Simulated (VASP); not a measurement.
Set up this calculation in VASP 6.6.1, as the native input.

```yaml
Task: single point
Functional: PBE
Potentials_or_basis: VASP PAW PBE potentials, release 64 (Re)
Cutoff: 520 eV
k_mesh: 16 × 16 × 9
Occupations: fermi-dirac, width 0.08 eV
Spin: no spin polarisation
Dipole_correction: no
Further_INCAR_settings: ALGO = Normal; EDIFF = 1e-07; NBANDS = 14
```

The structure of Re lies in POSCAR:

```
Re
1.0
    2.5225032543      0.0000000000      0.0000000000
   -1.2612516272      2.1845518993      0.0000000000
    0.0000000000      0.0000000000      4.0706868891
Re
2
Direct
    0.3333333333      0.6666666667      0.2500000000
    0.6666666667      0.3333333333      0.7500000000
```

The input as run:

INCAR

```
SYSTEM = Re
PREC = Accurate ; ENCUT = 520
EDIFF = 1E-7 ; ISMEAR = -1
SIGMA = 0.08 ; LREAL = .False.
LASPH = .True. ; NELM = 60
ALGO = Normal ; ISIF = 2
LWAVE = .False. ; LCHARG = .False.
GGA = PE ; NBANDS = 14
```

KPOINTS

```
Automatic mesh
0
Gamma
  16 16 9
  0 0 0
```

Potentials or basis: VASP PAW PBE potentials, release 64 (Re).

The run is started by

```bash
$ cat potpaw_PBE.64/Re/POTCAR > POTCAR
$ mpirun -np 1 vasp_std > vasp.out
```

Results of the run:

```
Pressure               : 199.6 GPa
Band gap on the k mesh : zero (band 7 reaches 14.40 eV, above the bottom of band 8 at 9.10 eV)
```

Caveat: spin-orbit coupling is left out, which moves the levels of the heavy elements.

Wall time 39 s on 1 thread of Intel Xeon 6975P-C, on a shared host, peak memory 0.17 GiB.
